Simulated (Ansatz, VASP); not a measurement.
Two plane-wave programs on AlCl3

```
Al Cl
1.0
    13.59215    0.00000    0.00000
     0.00000   14.09215    0.00000
     0.00000    0.00000   14.59215
Al Cl
1 3
Direct
  0.50296 0.50475 0.50070
  0.41049 0.43075 0.58901
  0.53606 0.44918 0.37228
  0.56233 0.63432 0.54079
```

Alike in both runs: task single point; functional LDA; k mesh 1 × 1 × 1; occupations gaussian, width 0.005 eV; no spin polarisation.

|  | VASP | Ansatz |
| --- | --- | --- |
| version | VASP 6.6.1 | Ansatz 0.2.0 |
| potentials or method | VASP PAW LDA potentials, release 64 (Al, Cl) | scalar-relativistic, plane waves, PAW |
| plane-wave cutoff (eV) | 400 | 420 |
| valence electrons in the cell | 24 | 24 |

```tsv
	VASP	Ansatz	Ansatz less VASP
rms of the force components (eV/Å)	0.196	0.198	+0.0027
```

LDA's correlation is that of Perdew and Zunger in VASP and of Perdew and Wang (1992) in Ansatz. Atom by atom the forces differ by 0.003 eV/Å (rms over components).
